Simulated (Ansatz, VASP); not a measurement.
Two plane-wave programs on AlN

File INCAR:

```
SYSTEM = AlN
  PREC = Accurate
  ENCUT = 600
  EDIFF = 1E-6
  ISMEAR = -5
  SIGMA = 0.1
  LREAL = .False.
  LASPH = .True.
  NELM = 120
  ALGO = Normal
  ISIF = 2
  LWAVE = .False.
  LCHARG = .False.
  GGA = PS
  NBANDS = 16
  GGA_COMPAT = .False.
```

The input KPOINTS:

```
regular mesh
0
Gamma
  6 6 4
  0 0 0
```

File POSCAR:

```
AlN
1.0
    3.1066945025      0.0000000000      0.0000000000
   -1.5533472512      2.6904763609      0.0000000000
    0.0000000000      0.0000000000      4.9785885509
Al N
2 2
Direct
    0.3333333333      0.6666666667     -0.0007956041
    0.6666666667      0.3333333333      0.4992043959
    0.3333333333      0.6666666667      0.3807956041
    0.6666666667      0.3333333333      0.8807956041
```

Input for Ansatz:

```yaml
crystal:
  lattice:
    - [3.1066945025, 0.0, 0.0]
    - [-1.5533472512, 2.6904763609, 0.0]
    - [0.0, 0.0, 4.9785885509]
  atoms:
    - { symbol: Al, position: [0.3333333333, 0.6666666667, -0.0007956041] }
    - { symbol: Al, position: [0.6666666667, 0.3333333333, 0.4992043959] }
    - { symbol: "N", position: [0.3333333333, 0.6666666667, 0.3807956041] }
    - { symbol: "N", position: [0.6666666667, 0.3333333333, 0.8807956041] }
kpoints:
  mp_grid: { grid: [6, 6, 4] }
hamiltonian:
  xc: pbesol
scf:
  occupations: { method: tetrahedron }
  n_extra_bands: 5
output:
  forces: true
  stress: true
  eigenvalues: true
```

Alike in both runs: task single point; functional PBEsol; k mesh 6 × 6 × 4; occupations tetrahedron; no spin polarisation.

|  | VASP | Ansatz |
| --- | --- | --- |
| version | VASP 6.6.1 | Ansatz 0.2.0 |
| potentials or method | VASP PAW PBE potentials, release 64 (Al, N) | plane waves |
| plane-wave cutoff (eV) | 600 | 420 |
| valence electrons in the cell | 16 | 16 |

VASP gave:

| Quantity | Value |
| --- | --- |
| gap on the k mesh at the Fermi level (eV) | 4.17 |
| pressure (GPa) | 1.0 |
| traceless stress, the component that is largest in VASP (GPa) | -0.23 |
| rms of the force components (eV/Å) | 0.008 |

Task: Estimate Ansatz's values.

Result: gap on the k mesh at the Fermi level (eV): 4.15; pressure (GPa): 1.1; traceless stress, the component that is largest in VASP (GPa): -0.23; rms of the force components (eV/Å): 0.007.

VASP's potentials were made for PBE, not for PBEsol. Atom by atom the forces differ by 0.000 eV/Å (rms over components). Ansatz's warnings: band table not solved further, tetrahedron derivatives may miss energy slope.
